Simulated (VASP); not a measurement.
The system is Hf.

```
Hf
1.0
     3.16000    0.00000    0.00000
    -1.58000    2.73664    0.00000
     0.00000    0.00000    5.16028
Hf
2
Direct
  0.33333 0.66667 0.25000
  0.66667 0.33333 0.75000
```

```yaml
Program: VASP 6.6.1
Task: relaxation of cell and atoms
Functional: PBEsol
Dispersion: D4
Potentials_or_basis: VASP PAW PBE potentials, release 64 (Hf_pv)
Cutoff: 600 eV
k_mesh: 9 × 9 × 5
Occupations: fermi-dirac, width 0.1 eV
Spin: no spin polarisation
```

At the start: pressure -4.8 GPa; volume 22.31 Å³/atom.

Problem. Where does the relaxation end?

Solution. Over 6 steps the energy falls by 20.6 meV/atom and the volume is 21.32 Å³/atom (-4.4 %); space group P6_3/mmc (No. 194, to 0.1 Å) before and after.

Step by step:
```
step  energy change (eV)  largest force (eV/Å)  pressure (GPa)  volume (Å³)
   1              0.0000                0.0000           -4.79        44.62
   2              0.0056                0.0000            6.92        40.44
   3             -0.0376                0.0000            0.35        42.54
   4             -0.0376                0.0000            0.47        42.50
   5             -0.0411                0.0000            0.21        42.62
   6             -0.0412                0.0000            0.17        42.64
```

Final structure:
```
Hf
1.0
     3.14372    0.00000    0.00000
    -1.57186    2.72254    0.00000
     0.00000    0.00000    4.98224
Hf
2
Direct
  0.33333 0.66667 0.25000
  0.66667 0.33333 0.75000
```

Caveat: the PAW data sets were made with another functional, which shifts forces and pressure a little.
